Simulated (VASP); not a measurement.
# CuSi16 (a cell with a defect) in VASP: notebook, part 2 of 2

VASP 6.6.1. The steps go on from the part before.

### 3 Single point, PBE

File INCAR:

```
PREC = Accurate
ENCUT = 520
EDIFF = 1E-7
ISMEAR = 0
SIGMA = 0.05
LREAL = Auto
LASPH = True
NELM = 60
ALGO = Normal
ISIF = 2
LWAVE = False
LCHARG = True
GGA = PE
LELF = True
LVHAR = True
NBANDS = 52
NELECT = 74.0
```

File KPOINTS:

```
regular mesh
0
Gamma
  2 2 2
```

File POSCAR:

```
CuSi16
1.0
    0.0000000000      5.4300000000      5.4300000000
    5.4300000000      0.0000000000      5.4300000000
    5.4300000000      5.4300000000      0.0000000000
Si Cu
16 1
Direct
   -0.0047054764     -0.0042095363     -0.0038830612
    0.1196093748      0.1204171483      0.1207214305
   -0.0034644142     -0.0031715417      0.4926179200
    0.1188433147      0.1184900760      0.6232071371
   -0.0033383274      0.4922978826     -0.0030174885
    0.1190354671      0.6228813947      0.1185845326
    0.0060133404      0.4942169330      0.4943810116
    0.1333198237      0.6244757215      0.6246318624
    0.4914491252     -0.0026434825     -0.0026148078
    0.6223448531      0.1192532550      0.1191614673
    0.4945094969      0.0045492383      0.4951521556
    0.6242548476      0.1329715564      0.6251162389
    0.4947556285      0.4952280148      0.0041697080
    0.6244082349      0.6251124884      0.1328726783
    0.5127850110      0.5127394960      0.5127467482
    0.6376224061      0.6362637469      0.6359063306
    0.3907736741      0.3882035688      0.3875178964
```

Potentials or basis: VASP PAW PBE potentials, release 64 (Si, Cu).

Run with:

```
$ cat potpaw_PBE.64/Si/POTCAR potpaw_PBE.64/Cu/POTCAR > POTCAR
$ mpirun -np 1 vasp_std > vasp.out
```

It took 3.8 min on 1 thread of Intel Xeon 6975P-C (Granite Rapids), shared host; peak memory 0.5 GiB.

The run converged. Its results:

- Free energy: -94.2209 eV
- Largest force: 0.013 eV/Å

Forces in eV/Å, atoms in the order of the input:
```
Si   0.005  0.001  0.002
Si  -0.006 -0.008 -0.008
Si   0.004  0.010  0.006
Si  -0.001 -0.004  0.003
Si   0.005  0.005  0.011
Si   0.000  0.003 -0.004
Si   0.009 -0.006 -0.006
Si  -0.001 -0.006 -0.006
Si   0.006  0.007  0.008
Si   0.001 -0.002 -0.003
Si  -0.009  0.008 -0.004
Si  -0.005  0.001 -0.001
Si  -0.008 -0.004  0.008
Si  -0.004 -0.001 -0.001
Si   0.001  0.000  0.001
Si  -0.006 -0.007 -0.007
Cu   0.009  0.003  0.002
```

Levels at points of the mesh, in eV from the Fermi level:
| k point | band 33 | band 34 | band 35 | band 36 | band 37 | band 38 | band 39 | band 40 | band 41 | band 42 |
| --- | --- | --- | --- | --- | --- | --- | --- | --- | --- | --- |
| (0.00, 0.00, 0.00) | -0.89 | -0.88 | -0.64 | -0.19 | -0.18 | 0.18 | 0.61 | 0.61 | 0.64 | 0.66 |
| (0.50, 0.00, 0.00) | -2.00 | -0.89 | -0.84 | -0.76 | -0.66 | 0.59 | 1.09 | 1.29 | 1.33 | 1.51 |
| (0.00, 0.50, 0.00) | -2.00 | -0.89 | -0.84 | -0.76 | -0.67 | 0.59 | 1.09 | 1.29 | 1.33 | 1.50 |
| (0.00, 0.00, 0.50) | -2.00 | -0.89 | -0.84 | -0.76 | -0.67 | 0.59 | 1.09 | 1.29 | 1.33 | 1.50 |
| (0.50, 0.50, 0.50) | -2.00 | -0.91 | -0.91 | -0.72 | -0.72 | 0.42 | 1.26 | 1.34 | 1.34 | 1.44 |
| (0.50, 0.50, 0.00) | -1.82 | -1.52 | -1.43 | -1.40 | -0.95 | 0.67 | 1.06 | 2.03 | 2.08 | 2.14 |
| (0.00, 0.50, 0.50) | -1.82 | -1.51 | -1.44 | -1.40 | -0.95 | 0.67 | 1.06 | 2.03 | 2.07 | 2.14 |
| (0.50, 0.00, 0.50) | -1.82 | -1.52 | -1.43 | -1.40 | -0.95 | 0.67 | 1.06 | 2.03 | 2.07 | 2.14 |

Caveat: the k points lie up to 0.50 Å⁻¹ apart; the cell carries a net charge on a neutralising background, which shifts energy and pressure; the cell is charged against a uniform background, so pressure and absolute levels hang on convention.

### 4 Single point, PBE

File INCAR:

```
SYSTEM = CuSi16
ALGO     = Normal         ! electronic algorithm
EDIFF    = 1E-6           ! SCF threshold, eV
ENCUT    = 520            ! plane-wave cutoff, eV
GGA      = PE             ! functional
ISIF     = 2              ! what is computed and relaxed
ISMEAR   = 0              ! smearing method
LASPH    = .TRUE.         ! aspherical terms in the spheres
LCHARG   = .TRUE.         ! write CHGCAR
LELF     = .TRUE.         ! ELF
LREAL    = Auto         
LVHAR    = .TRUE.       
LWAVE    = .FALSE.        ! write WAVECAR
NBANDS   = 52             ! bands
NELECT   = 74.0         
NELM     = 100            ! most SCF steps
PREC     = Accurate       ! precision mode
SIGMA    = 0.05           ! smearing width, eV
```

File KPOINTS:

```
k-points
0
G
  2 2 2
  0 0 0
```

File POSCAR:

```
CuSi16
1.0
    0.0000000000      5.4300000000      5.4300000000
    5.4300000000      0.0000000000      5.4300000000
    5.4300000000      5.4300000000      0.0000000000
Si Cu
16 1
Direct
    0.0069386740      0.0021274401     -0.0147589319
    0.1216717311      0.1294601289      0.1188825967
   -0.0074000921     -0.0004337937      0.5076940147
    0.1284570902      0.1327629834      0.6108066298
    0.0063146409      0.5054385820     -0.0147949355
    0.1288982505      0.6291790976      0.1118540516
    0.0042685083      0.5047213628      0.4852856354
    0.1280043278      0.6274223757      0.6107616022
    0.4898186004     -0.0117753223      0.0352060773
    0.6311858195      0.1307626151      0.1197408840
    0.5008389503      0.0004619705      0.5074059853
    0.6125836096      0.1118348066      0.6637565378
    0.5018531308      0.5063284530     -0.0141339779
    0.6303251381      0.6199179558      0.1193411602
    0.5002883978      0.4916992634      0.5075191529
    0.6322973297      0.6280779926      0.6114424494
    0.7389083794      0.2358533149      0.2923496317
```

Run with:

```
$ cat potpaw_PBE.64/Si/POTCAR potpaw_PBE.64/Cu/POTCAR > POTCAR
$ mpirun -np 1 vasp_std > vasp.out
```

Run time: 2.9 min. Hardware: 1 thread of Intel Xeon 6975P-C (Granite Rapids), shared host; peak memory 0.49 GiB.

The run converged. Its results:

* Free energy: -94.2204 eV
* Largest force: 0.013 eV/Å

Forces in eV/Å, atoms in the order of the input:
```
Si   0.003  0.004 -0.003
Si   0.001  0.012  0.002
Si  -0.009 -0.003  0.009
Si   0.004  0.004  0.000
Si   0.004  0.004 -0.003
Si  -0.003  0.000  0.002
Si   0.000  0.004  0.001
Si   0.000  0.003 -0.005
Si  -0.006 -0.003  0.006
Si  -0.003 -0.004 -0.007
Si   0.001 -0.002 -0.004
Si   0.002 -0.002  0.001
Si  -0.001 -0.001  0.000
Si   0.009 -0.002  0.002
Si   0.001 -0.003 -0.001
Si  -0.003  0.002  0.004
Cu  -0.003 -0.012 -0.002
```

Levels at points of the mesh, in eV from the Fermi level:
| k point | band 34 | band 35 | band 36 | band 37 | band 38 | band 39 | band 40 | band 41 |
| --- | --- | --- | --- | --- | --- | --- | --- | --- |
| (0.00, 0.00, 0.00) | -0.88 | -0.65 | -0.19 | -0.18 | 0.18 | 0.61 | 0.61 | 0.64 |
| (0.50, 0.00, 0.00) | -0.89 | -0.84 | -0.76 | -0.68 | 0.59 | 1.09 | 1.29 | 1.33 |
| (0.00, 0.50, 0.00) | -0.89 | -0.84 | -0.76 | -0.67 | 0.59 | 1.09 | 1.28 | 1.33 |
| (0.00, 0.00, 0.50) | -0.92 | -0.91 | -0.72 | -0.72 | 0.42 | 1.26 | 1.34 | 1.34 |
| (0.50, 0.50, 0.50) | -0.89 | -0.84 | -0.76 | -0.66 | 0.59 | 1.08 | 1.28 | 1.33 |
| (0.50, 0.50, 0.00) | -1.51 | -1.44 | -1.40 | -0.96 | 0.67 | 1.06 | 2.03 | 2.07 |
| (0.00, 0.50, 0.50) | -1.52 | -1.43 | -1.41 | -0.95 | 0.67 | 1.06 | 2.03 | 2.07 |
| (0.50, 0.00, 0.50) | -1.52 | -1.43 | -1.41 | -0.95 | 0.67 | 1.06 | 2.03 | 2.08 |

Caveat: the k points lie up to 0.50 Å⁻¹ apart; the cell carries a net charge on a neutralising background, which shifts energy and pressure; the cell is charged against a uniform background, so pressure and absolute levels hang on convention.

### 5 Single point, PBE

File INCAR:

```
ALGO = Normal
EDIFF = 1E-7
ENCUT = 520
GGA = PE
ISIF = 2
ISMEAR = 0
LASPH = T
LCHARG = F
LREAL = Auto
LWAVE = F
NBANDS = 52
NELECT = 74.0
NELM = 80
PREC = Accurate
SIGMA = 0.05
```

File KPOINTS:

```
k-points
0
Gamma
  2 2 2
```

File POSCAR:

```
CuSi16
1.0
    0.0000000000      5.4300000000      5.4300000000
    5.4300000000      0.0000000000      5.4300000000
    5.4300000000      5.4300000000      0.0000000000
Si Cu
16 1
Direct
   -0.0042173112     -0.0027837937     -0.0030756906
    0.0873502762      0.1383791897      0.1370889503
   -0.0082887661     -0.0018281768      0.5117832413
    0.1324424494      0.1185997238      0.6232466851
   -0.0043196133      0.5107150092     -0.0033304788
    0.1343186004      0.6249572744      0.1165773481
    0.0284594843      0.4909033149      0.4903696133
    0.1336839779      0.6259869245      0.6229040516
    0.4592804788      0.0077255985      0.0218406998
    0.6228548803      0.1209449355      0.1131801105
    0.5037834254     -0.0119169429      0.5068563536
    0.6182073665      0.1173559853      0.6504132597
    0.5066471455      0.5045348066     -0.0172011050
    0.6226698895      0.6399676796      0.1168549724
    0.5056121547      0.5010381215      0.5081239411
    0.6573738490      0.6185782689      0.6097935543
    0.6337154696      0.2850935543      0.2925705341
```

Potentials or basis: VASP PAW PBE potentials, release 64 (Si, Cu).

Run with:

```
$ cat potpaw_PBE.64/Si/POTCAR potpaw_PBE.64/Cu/POTCAR > POTCAR
$ mpirun -np 1 vasp_std > vasp.out
```

OUTCAR:

```text
EDIFF = 1E-7
   ENCUT = 520
   GGA = PE
   ISIF = 2
   ISMEAR = 0
   LASPH = T
   LREAL = Auto
   NELECT = 74.0
   NELM = 80
   PREC = Accurate

 ion  position               nearest neighbor table
   1  0.996  0.997  0.997-   6 2.34  10 2.34   4 2.34   2 2.35
   2  0.087  0.138  0.137-   9 2.33   5 2.34   1 2.35   3 2.36  17 2.84
   3  0.992  0.998  0.512-   8 2.34   4 2.34  12 2.34   2 2.36
   4  0.132  0.119  0.623-  11 2.33   7 2.34   3 2.34   1 2.34
   5  0.996  0.511  0.997-  14 2.34   6 2.34   2 2.34   8 2.35
   6  0.134  0.625  0.117-  13 2.34   1 2.34   5 2.34   7 2.35
   7  0.028  0.491  0.490-  16 2.33   4 2.34   8 2.34   6 2.35
   8  0.134  0.626  0.623-  15 2.33   3 2.34   7 2.34   5 2.35
   9  0.459  0.008  0.022-  14 2.32  10 2.33   2 2.33  12 2.34
  10  0.623  0.121  0.113-   9 2.33  17 2.33   1 2.34  13 2.41  11 2.47
  11  0.504  0.988  0.507-  16 2.33   4 2.33  17 2.41  12 2.43  10 2.47
  12  0.618  0.117  0.650-   9 2.34   3 2.34  17 2.35  15 2.41  11 2.43
  13  0.507  0.505  0.983-   6 2.34  16 2.35  10 2.41  14 2.42  17 2.47
  14  0.623  0.640  0.117-   9 2.32  17 2.34   5 2.34  13 2.42  15 2.45
  15  0.506  0.501  0.508-   8 2.33  16 2.33  12 2.41  17 2.44  14 2.45
  16  0.657  0.619  0.610-  11 2.33   7 2.33  15 2.33  13 2.35
  17  0.634  0.285  0.293-  10 2.33  14 2.34  12 2.35  11 2.41  15 2.44  13 2.47   2 2.84

  LATTYP: Found a face centered cubic cell.
 ALAT       =    10.8600000000

  Lattice vectors:

 A1 = (   0.0000000000,   5.4300000000,   5.4300000000)
 A2 = (   5.4300000000,   0.0000000000,   5.4300000000)
 A3 = (   5.4300000000,   5.4300000000,   0.0000000000)

Analysis of symmetry for initial positions (statically):
=====================================================================
 Subroutine PRICEL returns:
 Original cell was already a primitive cell.

 Routine SETGRP: Setting up the symmetry group for a
 face centered cubic supercell.

 Subroutine GETGRP returns: Found  1 space group operations
 (whereof  1 operations were pure point group operations)
 out of a pool of 48 trial point group operations.

The static configuration has the point symmetry C_1 .

Analysis of symmetry for dynamics (positions and initial velocities):
=====================================================================
 Subroutine PRICEL returns:
 Original cell was already a primitive cell.

 Routine SETGRP: Setting up the symmetry group for a
 face centered cubic supercell.

 Subroutine GETGRP returns: Found  1 space group operations
 (whereof  1 operations were pure point group operations)
 out of a pool of 48 trial point group operations.

The dynamic configuration has the point symmetry C_1 .

 Subroutine INISYM returns: Found  1 space group operations
 (whereof  1 operations are pure point group operations),
 and found     1 'primitive' translations

----------------------------------------------------------------------------------------

                                     Primitive cell

  volume of cell :     320.2060

  direct lattice vectors                    reciprocal lattice vectors
     0.000000000  5.430000000  5.430000000    -0.092081031  0.092081031  0.092081031
     5.430000000  0.000000000  5.430000000     0.092081031 -0.092081031  0.092081031
     5.430000000  5.430000000  0.000000000     0.092081031  0.092081031 -0.092081031
[... 77 lines left out ...]
  0.000000  0.500000  0.500000      1.000000
  0.500000  0.000000  0.500000      1.000000
   k-points           NKPTS =      8   k-points in BZ     NKDIM =      8   number of bands    NBANDS=     52
   number of dos      NEDOS =    301   number of ions     NIONS =     17
   total plane-waves  NPLWV = 216000
   dimension x,y,z NGX =    60 NGY =   60 NGZ =   60
   dimension x,y,z NGXF=   120 NGYF=  120 NGZF=  120
   ions per type =              16   1
   NGX,Y,Z   is equivalent  to a cutoff of  12.99, 12.99, 12.99 a.u.
   NGXF,Y,Z  is equivalent  to a cutoff of  25.98, 25.98, 25.98 a.u.
 SYSTEM =  unknown system
   PREC   = accura    normal or accurate (medium, high low for compatibility)
   ISTART =      0    job   : 0-new  1-cont  2-samecut
   ICHARG =      2    charge: 1-file 2-atom 10-const
   ISPIN  =      1    spin polarized calculation?
   LNONCOLLINEAR =      F non collinear calculations
   LSORBIT =      F    spin-orbit coupling
   LASPH  =      T    aspherical Exc in radial PAW
   ENCUT  =  520.0 eV  38.22 Ry    6.18 a.u.  14.28 14.28 14.28*2*pi/ulx,y,z
   NELM   =     80;   NELMIN=  2; NELMDL= -5     # of ELM steps
   EDIFF  = 0.1E-06   stopping-criterion for ELM
   LREAL  =      T    real-space projection
   EDIFFG = 0.1E-05   stopping-criterion for IOM
   NSW    =      0    number of steps for IOM
   IBRION =     -1    ionic relax: 0-MD 1-quasi-New 2-CG
   NFREE  =      0    steps in history (QN), initial steepest desc. (CG)
   ISIF   =      2    stress and relaxation
   ISYM   =      2    0-nonsym 1-usesym 2-fastsym
   POTIM  = 0.5000    time-step for ionic-motion
   TEBEG  =    0.0;   TEEND  =   0.0 temperature during run
   PSTRESS=    0.0 pullay stress
   NELECT =      74.0000    total number of electrons
   NUPDOWN=      -1.0000    fix difference up-down
   EMIN   =  10.00;   EMAX   =-10.00  energy-range for DOS
   EFERMI =   0.00;   METHOD = LEGACY
   ISMEAR =     0;   SIGMA  =   0.05  broadening in eV -4-tet -1-fermi 0-gaus
   EFERMI_NEDOS =   21; number of points for ismear=-14 and -15
   IALGO  =     38    algorithm
   IMIX   =      4    mixing-type and parameters
     AMIX     =   0.40;   BMIX     =  1.00
     AMIX_MAG =   1.60;   BMIX_MAG =  1.00
  volume/ion in A,a.u.               =      18.84       127.11
  Fermi-wavevector in a.u.,A,eV,Ry     =   1.004636  1.898488 13.732283  1.009294
  Thomas-Fermi vector in A             =   2.137265
   LORBIT       =      0    0 simple, 1 ext, 2 COOP (PROOUT), +10 PAW based schemes
   GGA     = PE    functional components
   LHFCALC =     F    Hartree Fock is set to
   AEXX    =    0.0000 exact exchange contribution
   IVDW    =     0    specifies the selected vdW correction
   LEPSILON=     F    determine dielectric tensor
   LRPA    =     F    only Hartree local field effects (RPA)
 non-spin polarized calculation
 Gauss-broadening in eV      SIGMA  =   0.05
  energy-cutoff  :      520.00
  volume of cell :      320.21
 maximum number of plane-waves:      8646
 NGX is ok and might be reduce to    60
   NGX = 29   NGY = 29   NGZ = 29

 number of electron      74.0000002 magnetization

 Free energy of the ion-electron system (eV)
  ---------------------------------------------------
  ext. energy  EPLUGINS =         0.00000000
  ---------------------------------------------------
  free energy    TOTEN  =       -94.20936157 eV

  energy without entropy =      -94.20857636  energy(sigma->0) =      -94.20896897

 E-fermi :   6.4293     XC(G=0):  -9.6123

 val. band max:        6.3551955344   @ k =   0.0000   0.0000   0.0000
 cond. band min:       6.5033562593   @ k =   0.0000   0.0000   0.0000
 fundamental gap:      0.1481607250
 Fermi energy:         6.4292758968

 k-point     1 :       0.0000    0.0000    0.0000
  band No.  band energies     occupation
      1      -5.8922      2.00000
      2      -3.5365      2.00000
      3      -3.5071      2.00000
      4      -3.4794      2.00000
      5      -3.4690      2.00000
      6      -1.9749      2.00000
[... 405 lines left out ...]
     48      10.4261      0.00000
     49      10.4675      0.00000
 [bands above 49 left out]

------------------------ aborting loop because EDIFF is reached ----------------------------------------

  FORCE on cell =-STRESS in cart. coord.  units (eV):
  Direction    XX          YY          ZZ          XY          YZ          ZX
  --------------------------------------------------------------------------------------
  -------------------------------------------------------------------------------------
  Total       -1.2992288     -1.7248173     -0.8968170     -0.4359053      0.0512927      0.5993233
  in kB       -6.5007991     -8.6302665     -4.4872983     -2.1810885      0.2566472      2.9987639
  external PRESSURE =      -6.5394546 kB  Pullay stress =       0.0000000 kB

 VOLUME and BASIS-vectors are now :
 -----------------------------------------------------------------------------
  energy-cutoff  :      520.00
  volume of cell :      320.21
      direct lattice vectors                 reciprocal lattice vectors
     0.000000000  5.430000000  5.430000000    -0.092081031  0.092081031  0.092081031
     5.430000000  0.000000000  5.430000000     0.092081031 -0.092081031  0.092081031
     5.430000000  5.430000000  0.000000000     0.092081031  0.092081031 -0.092081031

 POSITION                                       TOTAL-FORCE (eV/Angst)
 -----------------------------------------------------------------------------------
     10.82818     10.82040     10.82198        -0.003691      0.000634     -0.000702
      1.49579      1.21870      1.22571        -0.009537     -0.007798     -0.004824
      8.19906      8.16398     10.80507         0.011864      0.008803     -0.004801
      4.02823      4.10339      1.36316        -0.003896     -0.001169     -0.007339
      8.18510     10.81846      8.17973         0.008817      0.001454      0.002469
      4.02653      1.36237      4.12287        -0.010534     -0.004928      0.007029
[... 9 lines left out ...]
      6.67006      6.88072      6.92842         0.009948     -0.020027     -0.042526
      3.13672      5.02973      4.98913        -0.022811      0.040817      0.091730
 -----------------------------------------------------------------------------------
    total drift:                               -0.002154      0.000659      0.001438

  FREE ENERGIE OF THE ION-ELECTRON SYSTEM (eV)
  ---------------------------------------------------
  free  energy   TOTEN  =       -94.2093615749 eV

  energy  without entropy=      -94.2085763588  energy(sigma->0) =      -94.20896897
```

It took 3.8 min on 1 thread of Intel Xeon 6975P-C (Granite Rapids), shared host; peak memory 0.5 GiB.

Results:

```
Free energy   : -94.2094 eV
Largest force : 0.103 eV/Å
```

Forces on the atoms (eV/Å):
```
Si  -0.004  0.001 -0.001
Si  -0.010 -0.008 -0.005
Si   0.012  0.009 -0.005
Si  -0.004 -0.001 -0.007
Si   0.009  0.001  0.002
Si  -0.011 -0.005  0.007
Si   0.008 -0.017 -0.007
Si   0.003  0.010  0.011
Si  -0.015 -0.007  0.014
Si   0.030  0.030 -0.056
Si  -0.027 -0.012  0.026
Si  -0.015  0.006 -0.045
Si   0.006 -0.007 -0.001
Si   0.023 -0.008 -0.006
Si   0.006 -0.014  0.022
Si   0.010 -0.020 -0.043
Cu  -0.023  0.041  0.092
```

Levels at points of the mesh, in eV from the Fermi level:
```
           k point  band 35  band 36  band 37  band 38  band 39  band 40
(0.00, 0.00, 0.00)    -0.61    -0.22    -0.07     0.07     0.25     0.55
(0.50, 0.00, 0.00)    -0.93    -0.65    -0.49     0.53     0.97     1.36
(0.00, 0.50, 0.00)    -0.94    -0.91    -0.74     0.58     1.07     1.16
(0.00, 0.00, 0.50)    -0.96    -0.93    -0.82     0.53     1.08     1.14
(0.50, 0.50, 0.50)    -0.95    -0.91    -0.77     0.56     1.07     1.16
(0.50, 0.50, 0.00)    -1.54    -1.47    -1.14     0.65     0.90     1.87
(0.00, 0.50, 0.50)    -1.54    -1.46    -1.16     0.65     0.90     1.88
(0.50, 0.00, 0.50)    -1.52    -1.45    -1.20     0.66     0.90     1.89
```

Caveat: the k points lie up to 0.50 Å⁻¹ apart; the cell carries a net charge on a neutralising background, which shifts energy and pressure; the cell is charged against a uniform background, so pressure and absolute levels hang on convention.
